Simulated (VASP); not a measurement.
# SnS2 (P-3m1) in VASP: notebook

The runs below take SnS2 through relaxation of the atoms, with PBE.

All numbers are computed with VASP 6.6.1; they aren't measurements. Logs are shortened: lines on timing, memory, paths and dates and some standing lists are left out, and cuts for length are marked.

## 1. The cell of the first run

Symmetry: P-3m1, No. 164, trigonal system. Conventional cell: a = 3.605 Å, b = 3.605 Å, c = 5.405 Å, α = 90.00°, β = 90.00°, γ = 120.00°. Sn (site symmetry -3m) has 6 S at 2.55 Å within 3.4 Å. Within 3.4 Å of S (site symmetry 3m) lie 3 Sn at 2.55 Å and 3 S at 3.23 Å.

## 2. Relaxation of the atoms, PBE (z stretched by -1 %)

Input file INCAR:

```
SYSTEM = SnS2
ALGO     = Normal         ! electronic algorithm
EDIFF    = 1E-7           ! SCF threshold, eV
EDIFFG   = -0.02          ! ionic threshold
ENCUT    = 450            ! plane-wave cutoff, eV
GGA      = PE             ! functional
GGA_COMPAT= .FALSE.      
IBRION   = 2              ! ionic algorithm
ISIF     = 2              ! what is computed and relaxed
ISMEAR   = -1             ! smearing method
LASPH    = .TRUE.         ! aspherical terms in the spheres
LCHARG   = .FALSE.        ! write CHGCAR
LREAL    = .FALSE.        ! projectors in reciprocal space
LWAVE    = .FALSE.        ! write WAVECAR
NELM     = 120            ! most SCF steps
NELMIN   = 4            
NSW      = 80             ! ionic steps
PREC     = Accurate       ! precision mode
SIGMA    = 0.02           ! smearing width, eV
```

Input file KPOINTS:

```
k-points
0
G
  14 14 8
  0 0 0
```

Input file POSCAR:

```
SnS2
1.0
    3.6050000000      0.0000000000      0.0000000000
   -1.8025000000      3.1220215806      0.0000000000
    0.0000000000      0.0000000000      5.4054000000
Sn S
1 2
Direct
    0.0000000000      0.0000000000      0.0000000000
    0.6666666667      0.3333333333      0.7286993890
    0.3333333333      0.6666666667      0.2713006110
```

Potentials or basis: VASP PAW PBE potentials, release 64 (Sn_d, S).

Started as:

```
cat potpaw_PBE.64/Sn_d/POTCAR potpaw_PBE.64/S/POTCAR > POTCAR
mpirun -np 1 vasp_std > vasp.out
```

OUTCAR:

```text
SYSTEM = SnS2
   EDIFF = 1E-7
   EDIFFG = -0.02
   ENCUT = 450
   GGA = PE
   IBRION = 2
   ISIF = 2
   ISMEAR = -1
   LASPH = .TRUE.
   LREAL = .FALSE.
   NELM = 120
   NELMIN = 4
   NSW = 80
   PREC = Accurate

 ion  position               nearest neighbor table
   1  0.000  0.000  0.000-   2 2.55   3 2.55   3 2.55   2 2.55   2 2.55   3 2.55
   2  0.667  0.333  0.729-   1 2.55   1 2.55   1 2.55
   3  0.333  0.667  0.271-   1 2.55   1 2.55   1 2.55

  LATTYP: Found a hexagonal cell.
 ALAT       =     3.6050000000
 C/A-ratio  =     1.4994174757

  Lattice vectors:

 A1 = (   3.6050000000,   0.0000000000,   0.0000000000)
 A2 = (  -1.8025000000,   3.1220215806,   0.0000000000)
 A3 = (   0.0000000000,   0.0000000000,   5.4054000000)

Analysis of symmetry for initial positions (statically):
=====================================================================
 Subroutine PRICEL returns:
 Original cell was already a primitive cell.

 Routine SETGRP: Setting up the symmetry group for a
 hexagonal supercell.

 Subroutine GETGRP returns: Found 12 space group operations
 (whereof 12 operations were pure point group operations)
 out of a pool of 24 trial point group operations.

The static configuration has the point symmetry D_3d.

Analysis of symmetry for dynamics (positions and initial velocities):
=====================================================================
 Subroutine PRICEL returns:
 Original cell was already a primitive cell.

 Routine SETGRP: Setting up the symmetry group for a
 hexagonal supercell.

 Subroutine GETGRP returns: Found 12 space group operations
 (whereof 12 operations were pure point group operations)
 out of a pool of 24 trial point group operations.

The dynamic configuration has the point symmetry D_3d.

 Subroutine INISYM returns: Found 12 space group operations
 (whereof 12 operations are pure point group operations),
 and found     1 'primitive' translations

----------------------------------------------------------------------------------------

                                     Primitive cell

  volume of cell :      60.8372

  direct lattice vectors                    reciprocal lattice vectors
     3.605000000  0.000000000  0.000000000     0.277392510  0.160152641  0.000000000
    -1.802500000  3.122021581  0.000000000     0.000000000  0.320305281  0.000000000
     0.000000000  0.000000000  5.405400000     0.000000000  0.000000000  0.185000185

  length of vectors
     3.605000000  3.605000000  5.405400000     0.320305281  0.320305281  0.185000185

  position of ions in fractional coordinates (direct lattice)
     0.000000000  0.000000000  0.000000000
     0.666666667  0.333333333  0.728699389
     0.333333333  0.666666667  0.271300611

  ion indices of the primitive-cell ions
   primitive index   ion index
                 1           1
                 2           2
                 3           3

----------------------------------------------------------------------------------------

 KPOINTS: k-points

Automatic generation of k-mesh.
 Grid dimensions read from file:
 generate k-points for:   14   14    8

 Generating k-lattice:

  Cartesian coordinates                     Fractional coordinates (reciprocal lattice)
     0.019813751  0.011439474  0.000000000     0.071428571 -0.000000000  0.000000000
     0.000000000  0.022878949  0.000000000     0.000000000  0.071428571  0.000000000
     0.000000000  0.000000000  0.023125023     0.000000000  0.000000000  0.125000000

  Length of vectors
     0.022878949  0.022878949  0.023125023

  Shift w.r.t. Gamma in fractional coordinates (k-lattice)
     0.000000000  0.000000000  0.000000000

 Subroutine IBZKPT returns following result:
 ===========================================

 Found    168 irreducible k-points:

 Following reciprocal coordinates:
            Coordinates               Weight
  0.000000  0.000000  0.000000      1.000000
  0.071429  0.000000  0.000000      6.000000
  0.142857  0.000000  0.000000      6.000000
  0.214286  0.000000  0.000000      6.000000
  0.285714  0.000000  0.000000      6.000000
  0.357143  0.000000  0.000000      6.000000
[... 16 lines left out ...]
  0.285714  0.285714  0.000000      6.000000
  0.357143  0.285714  0.000000      6.000000
 [... further k-points ...]
   k-points           NKPTS =    168   k-points in BZ     NKDIM =    168   number of bands    NBANDS=     17
   number of dos      NEDOS =    301   number of ions     NIONS =      3
   total plane-waves  NPLWV =  31360
   dimension x,y,z NGX =    28 NGY =   28 NGZ =   40
   dimension x,y,z NGXF=    56 NGYF=   56 NGZF=   80
   ions per type =               1   2
   NGX,Y,Z   is equivalent  to a cutoff of  12.91, 12.91, 12.30 a.u.
   NGXF,Y,Z  is equivalent  to a cutoff of  25.82, 25.82, 24.60 a.u.
 SYSTEM =  SnS2
   PREC   = accura    normal or accurate (medium, high low for compatibility)
   ISTART =      0    job   : 0-new  1-cont  2-samecut
   ICHARG =      2    charge: 1-file 2-atom 10-const
   ISPIN  =      1    spin polarized calculation?
   LNONCOLLINEAR =      F non collinear calculations
   LSORBIT =      F    spin-orbit coupling
   LASPH  =      T    aspherical Exc in radial PAW
   ENCUT  =  450.0 eV  33.07 Ry    5.75 a.u.   6.24  6.24  9.35*2*pi/ulx,y,z
   NELM   =    120;   NELMIN=  4; NELMDL= -5     # of ELM steps
   EDIFF  = 0.1E-06   stopping-criterion for ELM
   LREAL  =      F    real-space projection
   EDIFFG = -.2E-01   stopping-criterion for IOM
   NSW    =     80    number of steps for IOM
   IBRION =      2    ionic relax: 0-MD 1-quasi-New 2-CG
   NFREE  =      1    steps in history (QN), initial steepest desc. (CG)
   ISIF   =      2    stress and relaxation
   ISYM   =      2    0-nonsym 1-usesym 2-fastsym
   POTIM  = 0.5000    time-step for ionic-motion
   TEBEG  =    0.0;   TEEND  =   0.0 temperature during run
   PSTRESS=    0.0 pullay stress
   NELECT =      26.0000    total number of electrons
   NUPDOWN=      -1.0000    fix difference up-down
   EMIN   =  10.00;   EMAX   =-10.00  energy-range for DOS
   EFERMI =   0.00;   METHOD = LEGACY
   ISMEAR =    -1;   SIGMA  =   0.02  broadening in eV -4-tet -1-fermi 0-gaus
   EFERMI_NEDOS =   21; number of points for ismear=-14 and -15
   IALGO  =     38    algorithm
   IMIX   =      4    mixing-type and parameters
     AMIX     =   0.40;   BMIX     =  1.00
     AMIX_MAG =   1.60;   BMIX_MAG =  1.00
  volume/ion in A,a.u.               =      20.28       136.85
  Fermi-wavevector in a.u.,A,eV,Ry     =   1.233132  2.330282 20.689221  1.520615
  Thomas-Fermi vector in A             =   2.367875
   LORBIT       =      0    0 simple, 1 ext, 2 COOP (PROOUT), +10 PAW based schemes
   GGA     = PE    functional components
   LHFCALC =     F    Hartree Fock is set to
   AEXX    =    0.0000 exact exchange contribution
   IVDW    =     0    specifies the selected vdW correction
   LEPSILON=     F    determine dielectric tensor
   LRPA    =     F    only Hartree local field effects (RPA)
 conjugate gradient relaxation of ions
 non-spin polarized calculation
  energy-cutoff  :      450.00
  volume of cell :       60.84
 maximum number of plane-waves:      1350
 NGX is ok and might be reduce to    28
   NGX = 13   NGY = 13   NGZ = 19

--------------------------------------- Ionic step        1  -------------------------------------------

 number of electron      26.0000006 magnetization

 Free energy of the ion-electron system (eV)
  ---------------------------------------------------
  ext. energy  EPLUGINS =         0.00000000
  ---------------------------------------------------
  free energy    TOTEN  =       -12.94671755 eV

  energy without entropy =      -12.94671755  energy(sigma->0) =      -12.94671755

------------------------ aborting loop because EDIFF is reached ----------------------------------------

  FORCE on cell =-STRESS in cart. coord.  units (eV):
  Direction    XX          YY          ZZ          XY          YZ          ZX
  --------------------------------------------------------------------------------------
  -------------------------------------------------------------------------------------
  Total        3.1874735      3.1874735      3.2283342      0.0000000     -0.0000000      0.0000000
  in kB       83.9437107     83.9437107     85.0197965      0.0000000     -0.0000000      0.0000000
  external PRESSURE =      84.3024060 kB  Pullay stress =       0.0000000 kB
[... 59 lines left out ...]
  energy  without entropy=      -12.9479404078  energy(sigma->0) =      -12.94794041

--------------------------------------- Ionic step        3  -------------------------------------------

 number of electron      26.0000004 magnetization

 Free energy of the ion-electron system (eV)
  ---------------------------------------------------
  ext. energy  EPLUGINS =         0.00000000
  ---------------------------------------------------
  free energy    TOTEN  =       -12.94814836 eV

  energy without entropy =      -12.94814836  energy(sigma->0) =      -12.94814836

 E-fermi :   6.9376     XC(G=0): -10.2578

 val. band max:        6.5342970783   @ k =   0.0714   0.0000   0.0000
 cond. band min:       7.4598549234   @ k =   0.0000   0.4286   0.3750
 fundamental gap:      0.9255578452
 Fermi energy:         6.9376281129

 k-point     1 :       0.0000    0.0000    0.0000
  band No.  band energies     occupation
      1     -14.9062      2.00000
      2     -14.9062      2.00000
      3     -14.8580      2.00000
      4     -14.8265      2.00000
      5     -14.8265      2.00000
      6      -8.1406      2.00000
[... 9 lines left out ...]
     16      11.7066      0.00000
     17      11.7066      0.00000
[... 443 lines left out ...]
      1     -14.9438      2.00000
      2     -14.9193      2.00000
      3     -14.8358      2.00000
      4     -14.8198      2.00000
      5     -14.7986      2.00000
      6      -5.5732      2.00000
[... 9 lines left out ...]
     16      13.2793      0.00000
     17      13.6446      0.00000

 [... further k-points ...]
[... 5 lines left out ...]
  --------------------------------------------------------------------------------------
  -------------------------------------------------------------------------------------
  Total        3.0464464      3.0464464      2.9205423     -0.0000000     -0.0000000     -0.0000000
  in kB       80.2296893     80.2296893     76.9139430     -0.0000000     -0.0000000     -0.0000000
  external PRESSURE =      79.1244405 kB  Pullay stress =       0.0000000 kB
[... 18 lines left out ...]
  FREE ENERGIE OF THE ION-ELECTRON SYSTEM (eV)
  ---------------------------------------------------
  free  energy   TOTEN  =       -12.9481483619 eV

  energy  without entropy=      -12.9481483619  energy(sigma->0) =      -12.94814836

 reached required accuracy - stopping structural energy minimisation
```

Run time: 1.9 min. Hardware: 1 thread of AMD EPYC 9R45 (Zen 5), shared host; peak memory 0.25 GiB.

Results:

```
Free energy               : -12.9481 eV
Energy gained by relaxing : 0.5 meV/atom
Ionic steps               : 3
Pressure after relaxing   : 7.9 GPa
Band gap on the k mesh    : 0.93 eV (least direct gap 1.64 eV)
```

Forces on the atoms (eV/Å):
```
Sn   0.000  0.000  0.000
S    0.000  0.000  0.003
S    0.000  0.000 -0.003
```

Stress tensor (GPa, compression positive):
```
8.02 0.00 0.00
0.00 8.02 0.00
0.00 0.00 7.69
```

The path:
```
step  energy change (eV)  largest force (eV/Å)  pressure (GPa)
   1              0.0000                0.1358            8.43
   2             -0.0012                0.0518            8.12
   3             -0.0014                0.0029            7.91
```

Final structure:
```
CELL_PARAMETERS angstrom
3.60500 0.00000 0.00000
-1.80250 3.12202 0.00000
0.00000 0.00000 5.40540
ATOMIC_POSITIONS crystal
Sn 0.00000 0.00000 0.00000
S 0.66667 0.33333 0.72669
S 0.33333 0.66667 0.27331
```

Caveat: the cell differs from its parent crystal (z stretched by -1 %); spin-orbit coupling is left out, which moves the levels of the heavy elements.

## 3. Relaxation of the atoms, PBE (19.66 Å³/atom)

This run uses another cell than the first one, of 19.66 Å³/atom.

Input file INCAR:

```
PREC     = Accurate       # precision mode
ENCUT    = 450            # plane-wave cutoff, eV
EDIFF    = 1E-7           # SCF threshold, eV
ISMEAR   = -1             # smearing method
SIGMA    = 0.02           # smearing width, eV
LREAL    = False          # projectors in reciprocal space
LASPH    = True           # aspherical terms in the spheres
NELM     = 120            # most SCF steps
ALGO     = Normal         # electronic algorithm
ISIF     = 2              # what is computed and relaxed
LWAVE    = False          # write WAVECAR
LCHARG   = False          # write CHGCAR
GGA      = PE             # functional
IBRION   = 2              # ionic algorithm
NSW      = 80             # ionic steps
EDIFFG   = -0.02          # ionic threshold
GGA_COMPAT= False        
NELMIN   = 4
```

Input file KPOINTS:

```
regular mesh
0
Gamma
  14 14 8
```

Input file POSCAR:

```
SnS2
1.0
    3.5562778112      0.0000000000      0.0000000000
   -1.7781389056      3.0798269274      0.0000000000
    0.0000000000      0.0000000000      5.3862071703
Sn S
1 2
Direct
    0.0000000000      0.0000000000      0.0000000000
    0.6666666667      0.3333333333      0.7286993890
    0.3333333333      0.6666666667      0.2713006110
```

Potentials or basis: VASP PAW PBE potentials, release 64 (Sn_d, S).

Started as:

```
cat potpaw_PBE.64/Sn_d/POTCAR potpaw_PBE.64/S/POTCAR > POTCAR
mpirun -np 1 vasp_std > vasp.out
```

OUTCAR:

```text
PREC = Accurate
   ENCUT = 450
   EDIFF = 1E-7
   ISMEAR = -1
   LREAL = False
   LASPH = True
   NELM = 120
   ISIF = 2
   GGA = PE
   IBRION = 2
   NSW = 80
   EDIFFG = -0.02
   NELMIN = 4

 ion  position               nearest neighbor table
   1  0.000  0.000  0.000-   2 2.52   3 2.52   3 2.52   2 2.52   2 2.52   3 2.52
   2  0.667  0.333  0.729-   1 2.52   1 2.52   1 2.52
   3  0.333  0.667  0.271-   1 2.52   1 2.52   1 2.52

  LATTYP: Found a hexagonal cell.
 ALAT       =     3.5562778112
 C/A-ratio  =     1.5145631068

  Lattice vectors:

 A1 = (   3.5562778112,   0.0000000000,   0.0000000000)
 A2 = (  -1.7781389056,   3.0798269274,   0.0000000000)
 A3 = (   0.0000000000,   0.0000000000,   5.3862071703)

Analysis of symmetry for initial positions (statically):
[... 250 lines left out ...]
 number of electron      25.9999996 magnetization

 Free energy of the ion-electron system (eV)
  ---------------------------------------------------
  ext. energy  EPLUGINS =         0.00000000
  ---------------------------------------------------
  free energy    TOTEN  =       -12.83785110 eV

  energy without entropy =      -12.83785109  energy(sigma->0) =      -12.83785109

 E-fermi :   7.3274     XC(G=0): -10.4192

 val. band max:        6.9276152466   @ k =   0.0714   0.0714   0.0000
 cond. band min:       7.8585447741   @ k =   0.0000   0.4286   0.3750
 fundamental gap:      0.9309295275
 Fermi energy:         7.3273782946

 k-point     1 :       0.0000    0.0000    0.0000
  band No.  band energies     occupation
      1     -14.5289      2.00000
      2     -14.5289      2.00000
      3     -14.4719      2.00000
      4     -14.4373      2.00000
      5     -14.4373      2.00000
      6      -7.9530      2.00000
[... 457 lines left out ...]
      4     -14.4332      2.00000
      5     -14.4044      2.00000
      6      -5.2426      2.00000
[... 9 lines left out ...]
     16      13.6488      0.00000
     17      14.1979      0.00000

 [... further k-points ...]
[... 5 lines left out ...]
  --------------------------------------------------------------------------------------
  -------------------------------------------------------------------------------------
  Total        4.1885849      4.1885849      3.4596696      0.0000000      0.0000000      0.0000000
  in kB      113.7556181    113.7556181     93.9593832      0.0000000      0.0000000      0.0000000
  external PRESSURE =     107.1568732 kB  Pullay stress =       0.0000000 kB
[... 18 lines left out ...]
  FREE ENERGIE OF THE ION-ELECTRON SYSTEM (eV)
  ---------------------------------------------------
  free  energy   TOTEN  =       -12.8378510950 eV

  energy  without entropy=      -12.8378510950  energy(sigma->0) =      -12.83785109

 reached required accuracy - stopping structural energy minimisation
```

OSZICAR:

```text
N       E                     dE             d eps       ncg     rms          rms(c)
DAV:   1     0.192430143092E+03    0.19243E+03   -0.11958E+04  5782   0.175E+03
DAV:   2     0.627471395768E+01   -0.18616E+03   -0.18236E+03  6313   0.395E+02
DAV:   3    -0.127468072996E+02   -0.19022E+02   -0.18324E+02  7190   0.117E+02
DAV:   4    -0.133099993954E+02   -0.56319E+00   -0.56245E+00  7359   0.213E+01
[... 25 lines left out ...]
DAV:   4    -0.128378520207E+02    0.87810E-05   -0.55151E-05  7583   0.415E-02    0.180E-02
DAV:   5    -0.128378513716E+02    0.64903E-06   -0.65753E-06  7165   0.174E-02    0.912E-03
DAV:   6    -0.128378512073E+02    0.16438E-06   -0.69415E-07  7267   0.602E-03    0.424E-03
DAV:   7    -0.128378511013E+02    0.10599E-06   -0.68662E-07  5770   0.520E-03    0.191E-03
DAV:   8    -0.128378510950E+02    0.62673E-08   -0.85567E-08  3640   0.206E-03
   3 F= -.12837851E+02 E0= -.12837851E+02  d E =-.107363E-01
```

Wall time 5.4 min (1 thread of Oxide Virtual Turin-like, shared host); peak memory 0.24 GiB.

What came out:

* Free energy: -12.8379 eV
* Energy gained by relaxing: 3.6 meV/atom
* Ionic steps: 3
* Pressure after relaxing: 10.7 GPa
* Largest force after relaxing: 0.003 eV/Å
* Band gap on the k mesh: 0.93 eV (least direct gap 1.89 eV)

Forces in eV/Å, atoms in the order of the input:
```
Sn   0.000  0.000  0.000
S    0.000  0.000  0.003
S    0.000  0.000 -0.003
```

Stress tensor (GPa, compression positive):
```
11.38  0.00  0.00
 0.00 11.38  0.00
 0.00  0.00  9.40
```

Step by step:
```tsv
step	energy change (eV)	largest force (eV/Å)	pressure (GPa)
1	0.0000	0.3860	12.22
2	-0.0095	0.1285	11.22
3	-0.0107	0.0034	10.72
```

Final structure:
```
CELL_PARAMETERS angstrom
3.55628 0.00000 0.00000
-1.77814 3.07983 0.00000
0.00000 0.00000 5.38621
ATOMIC_POSITIONS crystal
Sn 0.00000 0.00000 0.00000
S 0.66667 0.33333 0.72343
S 0.33333 0.66667 0.27657
```

Caveat: spin-orbit coupling is left out, which moves the levels of the heavy elements.
